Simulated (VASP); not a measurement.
Wanted: the native input for a VASP 6.6.1 run.

| Property | Result |
| --- | --- |
| Task | electric field gradients |
| Functional | PBE |
| Potentials or basis | VASP PAW PBE potentials, release 64 (Ti_sv, O) |
| Cutoff | 520 eV |
| k mesh | 8 × 8 × 8 |
| Occupations | fermi-dirac, width 0.02 eV |
| Spin | no spin polarisation |
| Dipole correction | no |
| Further INCAR settings | ALGO = Normal; EDIFF = 1e-08; NBANDS = 60 |

The structure of TiO2 lies in POSCAR:

```
TiO2
1.0
   -5.0974444050      5.0974444050      1.4837227700
    5.0974444050     -5.0974444050      1.4837227700
    5.0974444050      5.0974444050     -1.4837227700
Ti O
4 8
Direct
    0.6444529200      0.1725869100      0.8170398300
    0.1725869100      0.3555470800      0.5281339900
    0.8274130900      0.6444529200      0.4718660100
    0.3555470800      0.8274130900      0.1829601700
    0.8362624700      0.4589847300      0.2952472000
    0.4589847300      0.1637375300      0.6227222600
    0.5410152700      0.8362624700      0.3772777400
    0.1637375300      0.5410152700      0.7047528000
    0.1566068900      0.7909642100      0.9475711000
    0.7909642100      0.8433931100      0.6343573200
    0.8433931100      0.2090357900      0.0524289000
    0.2090357900      0.1566068900      0.3656426800
```

The input as run:

INCAR

```
ALGO = Normal
EDIFF = 1E-8
ENCUT = 520
GGA = PE
ISIF = 2
ISMEAR = -1
KPAR = 4
LASPH = True
LCHARG = False
LEFG = True
LREAL = False
LWAVE = False
NBANDS = 60
NELM = 80
PREC = Accurate
SIGMA = 0.02
```

KPOINTS

```
k-points
0
Gamma
  8 8 8
```

Potentials or basis: VASP PAW PBE potentials, release 64 (Ti_sv, O).

Launch:

```bash
$ cat potpaw_PBE.64/Ti_sv/POTCAR potpaw_PBE.64/O/POTCAR > POTCAR
$ mpirun -np 4 vasp_std > vasp.out
```

Results of the run:

- Pressure: 3.5 GPa
- Largest force: 0.222 eV/Å
- Band gap on the k mesh: 2.60 eV (least direct gap 2.72 eV)
- Largest electric field gradient by atom: Ti +21.2; O -17.0, +7.9 (each value once) V/Å²

Caveat: the cell stands under pressure; without QUAD_EFG the Cq values of the log hold for a quadrupole moment of 1 mb, not for the nuclei.

Wall time 20 min on 4 MPI ranks on Oxide Virtual Turin-like Processor, with other jobs on the host, peak memory 0.76 GiB a rank.
